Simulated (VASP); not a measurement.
# SnTe (l) (Fm-3m) in VASP: further runs

Runs on SnTe (l). Level: LDA. Tasks: single point, relaxation of cell and atoms.

All numbers are computed with VASP 6.6.1; they aren't measurements. Logs are shortened: lines on timing, memory, paths and dates and some standing lists are left out, and cuts for length are marked.

### 1 The cell of the first run

Symmetry: Fm-3m, No. 225, cubic system. Conventional cell: a = 6.236 Å, b = 6.236 Å, c = 6.236 Å, α = 90.00°, β = 90.00°, γ = 90.00°. Within 4.1 Å of Sn (site symmetry m-3m) lie 6 Te at 3.12 Å. Within 4.1 Å of Te (site symmetry m-3m) lie 6 Sn at 3.12 Å.

### 2 Single point, LDA

INCAR reads:

```
ALGO = Normal
EDIFF = 1E-6
ENCUT = 500
GGA = CA
GGA_COMPAT = F
ISIF = 2
ISMEAR = 0
LASPH = T
LCHARG = F
LREAL = F
LWAVE = F
NBANDS = 17
NELM = 120
PREC = Accurate
SIGMA = 0.01
```

KPOINTS reads:

```
k-points
0
Gamma
  10 10 10
```

POSCAR reads:

```
SnTe
1.0
    0.0000000000      3.1179263808      3.1179263808
    3.1179263808      0.0000000000      3.1179263808
    3.1179263808      3.1179263808      0.0000000000
Sn Te
1 1
Direct
    0.0000000000      0.0000000000      0.0000000000
    0.5000000000      0.5000000000      0.5000000000
```

Potentials or basis: VASP PAW LDA potentials, release 64 (Sn_d, Te).

Started as:

```bash
cat potpaw_LDA.64/Sn_d/POTCAR potpaw_LDA.64/Te/POTCAR > POTCAR
mpirun -np 1 vasp_std > vasp.out
```

OUTCAR:

```text
EDIFF = 1E-6
   ENCUT = 500
   GGA = CA
   ISIF = 2
   ISMEAR = 0
   LASPH = T
   LREAL = F
   NELM = 120
   PREC = Accurate

 ion  position               nearest neighbor table
   1  0.000  0.000  0.000-   2 3.12   2 3.12   2 3.12   2 3.12   2 3.12   2 3.12
   2  0.500  0.500  0.500-   1 3.12   1 3.12   1 3.12   1 3.12   1 3.12   1 3.12

  LATTYP: Found a face centered cubic cell.
 ALAT       =     6.2358527616

  Lattice vectors:

 A1 = (   0.0000000000,   3.1179263808,   3.1179263808)
 A2 = (   3.1179263808,   0.0000000000,   3.1179263808)
 A3 = (   3.1179263808,   3.1179263808,   0.0000000000)

Analysis of symmetry for initial positions (statically):
=====================================================================
 Subroutine PRICEL returns:
 Original cell was already a primitive cell.

 Routine SETGRP: Setting up the symmetry group for a
 face centered cubic supercell.

 Subroutine GETGRP returns: Found 48 space group operations
 (whereof 48 operations were pure point group operations)
 out of a pool of 48 trial point group operations.

The static configuration has the point symmetry O_h .

Analysis of symmetry for dynamics (positions and initial velocities):
=====================================================================
 Subroutine PRICEL returns:
 Original cell was already a primitive cell.

 Routine SETGRP: Setting up the symmetry group for a
 face centered cubic supercell.

 Subroutine GETGRP returns: Found 48 space group operations
 (whereof 48 operations were pure point group operations)
 out of a pool of 48 trial point group operations.

The dynamic configuration has the point symmetry O_h .

 Subroutine INISYM returns: Found 48 space group operations
 (whereof 48 operations are pure point group operations),
 and found     1 'primitive' translations

----------------------------------------------------------------------------------------

                                     Primitive cell

  volume of cell :      60.6216

  direct lattice vectors                    reciprocal lattice vectors
     0.000000000  3.117926381  3.117926381    -0.160362991  0.160362991  0.160362991
     3.117926381  0.000000000  3.117926381     0.160362991 -0.160362991  0.160362991
     3.117926381  3.117926381  0.000000000     0.160362991  0.160362991 -0.160362991

  length of vectors
     4.409413774  4.409413774  4.409413774     0.277756848  0.277756848  0.277756848

  position of ions in fractional coordinates (direct lattice)
     0.000000000  0.000000000  0.000000000
     0.500000000  0.500000000  0.500000000

  ion indices of the primitive-cell ions
   primitive index   ion index
                 1           1
                 2           2

----------------------------------------------------------------------------------------

 KPOINTS: k-points

Automatic generation of k-mesh.
 Grid dimensions read from file:
 generate k-points for:   10   10   10

 Generating k-lattice:

  Cartesian coordinates                     Fractional coordinates (reciprocal lattice)
    -0.016036299  0.016036299  0.016036299     0.100000000  0.000000000  0.000000000
     0.016036299 -0.016036299  0.016036299     0.000000000  0.100000000  0.000000000
     0.016036299  0.016036299 -0.016036299     0.000000000  0.000000000  0.100000000

  Length of vectors
     0.027775685  0.027775685  0.027775685

  Shift w.r.t. Gamma in fractional coordinates (k-lattice)
     0.000000000  0.000000000  0.000000000

 Subroutine IBZKPT returns following result:
 ===========================================

 Found     47 irreducible k-points:

 Following reciprocal coordinates:
            Coordinates               Weight
  0.000000  0.000000  0.000000      1.000000
  0.100000  0.000000  0.000000      8.000000
  0.200000  0.000000  0.000000      8.000000
  0.300000  0.000000  0.000000      8.000000
  0.400000  0.000000  0.000000      8.000000
  0.500000  0.000000  0.000000      4.000000
[... 16 lines left out ...]
  0.300000  0.300000  0.000000      6.000000
  0.400000  0.300000  0.000000     24.000000
 [... further k-points ...]
   k-points           NKPTS =     47   k-points in BZ     NKDIM =     47   number of bands    NBANDS=     17
   number of dos      NEDOS =    301   number of ions     NIONS =      2
   total plane-waves  NPLWV =  32768
   dimension x,y,z NGX =    32 NGY =   32 NGZ =   32
   dimension x,y,z NGXF=    64 NGYF=   64 NGZF=   64
   ions per type =               1   1
   NGX,Y,Z   is equivalent  to a cutoff of  12.06, 12.06, 12.06 a.u.
   NGXF,Y,Z  is equivalent  to a cutoff of  24.13, 24.13, 24.13 a.u.
 SYSTEM =  unknown system
   PREC   = accura    normal or accurate (medium, high low for compatibility)
   ISTART =      0    job   : 0-new  1-cont  2-samecut
   ICHARG =      2    charge: 1-file 2-atom 10-const
   ISPIN  =      1    spin polarized calculation?
   LNONCOLLINEAR =      F non collinear calculations
   LSORBIT =      F    spin-orbit coupling
   LASPH  =      T    aspherical Exc in radial PAW
   ENCUT  =  500.0 eV  36.75 Ry    6.06 a.u.   8.04  8.04  8.04*2*pi/ulx,y,z
   NELM   =    120;   NELMIN=  2; NELMDL= -5     # of ELM steps
   EDIFF  = 0.1E-05   stopping-criterion for ELM
   LREAL  =      F    real-space projection
   EDIFFG = 0.1E-04   stopping-criterion for IOM
   NSW    =      0    number of steps for IOM
   IBRION =     -1    ionic relax: 0-MD 1-quasi-New 2-CG
   NFREE  =      0    steps in history (QN), initial steepest desc. (CG)
   ISIF   =      2    stress and relaxation
   ISYM   =      2    0-nonsym 1-usesym 2-fastsym
   POTIM  = 0.5000    time-step for ionic-motion
   TEBEG  =    0.0;   TEEND  =   0.0 temperature during run
   PSTRESS=    0.0 pullay stress
   NELECT =      20.0000    total number of electrons
   NUPDOWN=      -1.0000    fix difference up-down
   EMIN   =  10.00;   EMAX   =-10.00  energy-range for DOS
   EFERMI =   0.00;   METHOD = LEGACY
   ISMEAR =     0;   SIGMA  =   0.01  broadening in eV -4-tet -1-fermi 0-gaus
   EFERMI_NEDOS =   21; number of points for ismear=-14 and -15
   IALGO  =     38    algorithm
   IMIX   =      4    mixing-type and parameters
     AMIX     =   0.40;   BMIX     =  1.00
     AMIX_MAG =   1.60;   BMIX_MAG =  1.00
  volume/ion in A,a.u.               =      30.31       204.55
  Fermi-wavevector in a.u.,A,eV,Ry     =   1.131208  2.137672 17.410431  1.279631
  Thomas-Fermi vector in A             =   2.267906
   LORBIT       =      0    0 simple, 1 ext, 2 COOP (PROOUT), +10 PAW based schemes
   GGA     = CA    functional components
   LHFCALC =     F    Hartree Fock is set to
   AEXX    =    0.0000 exact exchange contribution
   IVDW    =     0    specifies the selected vdW correction
   LEPSILON=     F    determine dielectric tensor
   LRPA    =     F    only Hartree local field effects (RPA)
 non-spin polarized calculation
 Gauss-broadening in eV      SIGMA  =   0.01
  energy-cutoff  :      500.00
  volume of cell :       60.62
 maximum number of plane-waves:      1572
   NGX = 17   NGY = 17   NGZ = 17

 number of electron      20.0000007 magnetization

 Free energy of the ion-electron system (eV)
  ---------------------------------------------------
  ext. energy  EPLUGINS =         0.00000000
  ---------------------------------------------------
  free energy    TOTEN  =        -8.83240412 eV

  energy without entropy =       -8.83240412  energy(sigma->0) =       -8.83240412

 E-fermi :   7.1922     XC(G=0):  -9.8776

 val. band max:        7.0705202732   @ k =   0.5000   0.0000   0.0000
 cond. band min:       7.2811054618   @ k =   0.5000   0.0000   0.0000
 fundamental gap:      0.2105851886
 Fermi energy:         7.1921694752

 k-point     1 :       0.0000    0.0000    0.0000
  band No.  band energies     occupation
      1     -14.6676      2.00000
      2     -14.6676      2.00000
      3     -14.6565      2.00000
      4     -14.6565      2.00000
      5     -14.6565      2.00000
      6      -5.9154      2.00000
[... 9 lines left out ...]
     16      11.8618      0.00000
     17      13.8201      0.00000

 k-point     2 :       0.1000    0.0000    0.0000
  band No.  band energies     occupation
      1     -14.6681      2.00000
      2     -14.6681      2.00000
      3     -14.6564      2.00000
      4     -14.6559      2.00000
      5     -14.6559      2.00000
      6      -5.8268      2.00000
[... 9 lines left out ...]
     16      12.0758      0.00000
     17      14.6002      0.00000

 k-point     3 :       0.2000    0.0000    0.0000
  band No.  band energies     occupation
      1     -14.6695      2.00000
      2     -14.6695      2.00000
      3     -14.6559      2.00000
      4     -14.6540      2.00000
      5     -14.6540      2.00000
      6      -5.5698      2.00000
[... 9 lines left out ...]
     16      12.6687      0.00000
     17      16.1814      0.00000

 k-point     4 :       0.3000    0.0000    0.0000
  band No.  band energies     occupation
      1     -14.6714      2.00000
      2     -14.6714      2.00000
      3     -14.6554      2.00000
      4     -14.6515      2.00000
      5     -14.6515      2.00000
      6      -5.1805      2.00000
[... 9 lines left out ...]
     16      13.6008      0.00000
     17      17.9717      0.00000

 k-point     5 :       0.4000    0.0000    0.0000
  band No.  band energies     occupation
      1     -14.6731      2.00000
      2     -14.6731      2.00000
      3     -14.6550      2.00000
      4     -14.6494      2.00000
      5     -14.6494      2.00000
      6      -4.7601      2.00000
[... 9 lines left out ...]
     16      14.8246      0.00000
     17      17.1949      0.00000

 k-point     6 :       0.5000    0.0000    0.0000
  band No.  band energies     occupation
      1     -14.6737      2.00000
      2     -14.6737      2.00000
      3     -14.6548      2.00000
      4     -14.6486      2.00000
      5     -14.6486      2.00000
      6      -4.5515      2.00000
[... 9 lines left out ...]
     16      16.0104      0.00000
     17      16.0104      0.00000

 k-point     7 :       0.1000    0.1000    0.0000
  band No.  band energies     occupation
      1     -14.6693      2.00000
      2     -14.6670      2.00000
      3     -14.6570      2.00000
      4     -14.6554      2.00000
      5     -14.6554      2.00000
      6      -5.7974      2.00000
[... 9 lines left out ...]
     16      12.4484      0.00000
     17      14.1789      0.00000

 k-point     8 :       0.2000    0.1000    0.0000
  band No.  band energies     occupation
      1     -14.6713      2.00000
      2     -14.6672      2.00000
      3     -14.6570      2.00000
      4     -14.6540      2.00000
      5     -14.6537      2.00000
      6      -5.5968      2.00000
[... 9 lines left out ...]
     16      13.1074      0.00000
     17      14.9628      0.00000
[... 203 lines left out ...]
      1     -14.6786      2.00000
      2     -14.6694      2.00000
      3     -14.6551      2.00000
      4     -14.6493      2.00000
      5     -14.6472      2.00000
      6      -4.4610      2.00000
[... 9 lines left out ...]
     16      16.1714      0.00000
     17      16.8749      0.00000

 k-point    20 :      -0.4000    0.2000    0.0000
  band No.  band energies     occupation
      1     -14.6769      2.00000
      2     -14.6713      2.00000
      3     -14.6533      2.00000
      4     -14.6500      2.00000
      5     -14.6480      2.00000
      6      -4.3999      2.00000
[... 9 lines left out ...]
     16      14.7711      0.00000
     17      17.6934      0.00000

 k-point    21 :      -0.3000    0.2000    0.0000
  band No.  band energies     occupation
      1     -14.6742      2.00000
      2     -14.6723      2.00000
      3     -14.6533      2.00000
      4     -14.6503      2.00000
      5     -14.6498      2.00000
      6      -4.6689      2.00000
[... 9 lines left out ...]
     16      15.1935      0.00000
     17      16.5678      0.00000

 k-point    22 :      -0.2000    0.2000    0.0000
  band No.  band energies     occupation
      1     -14.6723      2.00000
      2     -14.6713      2.00000
      3     -14.6548      2.00000
      4     -14.6520      2.00000
      5     -14.6507      2.00000
      6      -5.0538      2.00000
[... 9 lines left out ...]
     16      15.3100      0.00000
     17      15.7066      0.00000

 k-point    23 :       0.3000    0.3000    0.0000
  band No.  band energies     occupation
      1     -14.6808      2.00000
      2     -14.6640      2.00000
      3     -14.6596      2.00000
      4     -14.6484      2.00000
      5     -14.6484      2.00000
      6      -4.9556      2.00000
[... 9 lines left out ...]
     16      15.7461      0.00000
     17      15.7461      0.00000

 k-point    24 :       0.4000    0.3000    0.0000
  band No.  band energies     occupation
      1     -14.6833      2.00000
      2     -14.6641      2.00000
      3     -14.6595      2.00000
      4     -14.6469      2.00000
      5     -14.6466      2.00000
      6      -4.6521      2.00000
[... 9 lines left out ...]
     16      16.4439      0.00000
     17      16.8416      0.00000

 [... further k-points ...]
[... 5 lines left out ...]
  --------------------------------------------------------------------------------------
  -------------------------------------------------------------------------------------
  Total        0.0114778      0.0114778      0.0114778     -0.0000000      0.0000000      0.0000000
  in kB        0.3033493      0.3033493      0.3033493     -0.0000000      0.0000000      0.0000000
  external PRESSURE =       0.3033493 kB  Pullay stress =       0.0000000 kB

 VOLUME and BASIS-vectors are now :
 -----------------------------------------------------------------------------
  energy-cutoff  :      500.00
  volume of cell :       60.62
      direct lattice vectors                 reciprocal lattice vectors
     0.000000000  3.117926381  3.117926381    -0.160362991  0.160362991  0.160362991
     3.117926381  0.000000000  3.117926381     0.160362991 -0.160362991  0.160362991
     3.117926381  3.117926381  0.000000000     0.160362991  0.160362991 -0.160362991

 POSITION                                       TOTAL-FORCE (eV/Angst)
 -----------------------------------------------------------------------------------
      0.00000      0.00000      0.00000         0.000000      0.000000      0.000000
      3.11793      3.11793      3.11793        -0.000000     -0.000000     -0.000000
 -----------------------------------------------------------------------------------
    total drift:                                0.000000     -0.000000     -0.000000

  FREE ENERGIE OF THE ION-ELECTRON SYSTEM (eV)
  ---------------------------------------------------
  free  energy   TOTEN  =        -8.8324041163 eV

  energy  without entropy=       -8.8324041163  energy(sigma->0) =       -8.83240412
```

Run time: 37 s. Hardware: 1 thread of Intel Xeon 8259CL, shared host; peak memory 0.18 GiB.

Results:

| Property | Result |
| --- | --- |
| Free energy | -8.8324 eV |
| Pressure | 0.0 GPa |
| Band gap on the k mesh | 0.21 eV, direct |

Caveat: spin-orbit coupling is left out, which moves the levels of the heavy elements.

[end of part 1 of 2]
